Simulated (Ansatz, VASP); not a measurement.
**One calculation of CdTe, two programs**

```
CELL_PARAMETERS angstrom
0.00000 3.20500 3.20500
3.20500 0.00000 3.20500
3.20500 3.20500 0.00000
ATOMIC_POSITIONS crystal
Cd 0.00000 0.00000 0.00000
Te 0.25000 0.25000 0.25000
```

Alike in both runs: task single point; functional PBE; k mesh 6 × 6 × 6; occupations tetrahedron; no spin polarisation.

|  | VASP | Ansatz |
| --- | --- | --- |
| version | VASP 6.6.1 | Ansatz 0.2.0 |
| potentials or method | VASP PAW PBE potentials, release 64 (Cd, Te), cutoff 520 eV | scalar-relativistic, plane waves, PAW |
| valence electrons in the cell | 18 | 36 |

VASP gave:

* gap on the k mesh at the Fermi level (eV): 0.87
* pressure (GPa): 4.4

Which values does Ansatz return?

gap on the k mesh at the Fermi level (eV): 0.87; pressure (GPa): 4.3.

VASP's potentials hold 18 valence electrons a cell and Ansatz's 36, so a difference there can come from the potentials and not from the codes. Ansatz's warnings: band table not solved further, tetrahedron derivatives may miss energy slope.

Spin-orbit coupling is off throughout.
